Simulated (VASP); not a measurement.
Here is a VASP 6.6.1 calculation.

INCAR

```
PREC = Accurate ; ENCUT = 520
EDIFF = 1E-6 ; ISMEAR = 0
SIGMA = 0.02 ; LREAL = F
LASPH = T ; NELM = 60
ALGO = Normal ; ISIF = 2
LWAVE = F ; LCHARG = F
GGA = PE ; IVDW = 12
NBANDS = 35
```

The input KPOINTS:

```
regular mesh
0
Gamma
  12 12 4
```

Contents of POSCAR:

```
MoS2
1.0
    3.1492399692      0.0000000000      0.0000000000
   -1.5746199846      2.7273218159      0.0000000000
    0.1209247678      0.0000000000     12.0924767773
Mo S
2 4
Direct
    0.6669284913      0.3338569827      0.2500000000
    0.3330715087      0.6661430173      0.7500000000
    0.3290084669      0.6671494450      0.3794956415
    0.6618590219      0.3328505550      0.8794956415
    0.3381409781      0.6671494450      0.1205043585
    0.6709915331      0.3328505550      0.6205043585
```

Potentials or basis: VASP PAW PBE potentials, release 64 (Mo_sv, S).

Command:

```sh
$ cat potpaw_PBE.64/Mo_sv/POTCAR potpaw_PBE.64/S/POTCAR > POTCAR
$ mpirun -np 1 vasp_std > vasp.out
```

Question: Estimate the band gap on the k mesh.

Answer: 0.80 eV (least direct gap 1.71 eV).

Question: Predict the dispersion energy per atom.

Answer: -0.437 eV.

Forces on the atoms (eV/Å):
```
Mo   0.000 -0.002  0.000
Mo   0.000  0.002  0.000
S   -0.004  0.001 -0.015
S   -0.004 -0.001 -0.015
S    0.004  0.001  0.015
S    0.004 -0.001  0.015
```

A k mesh can miss the band edges.
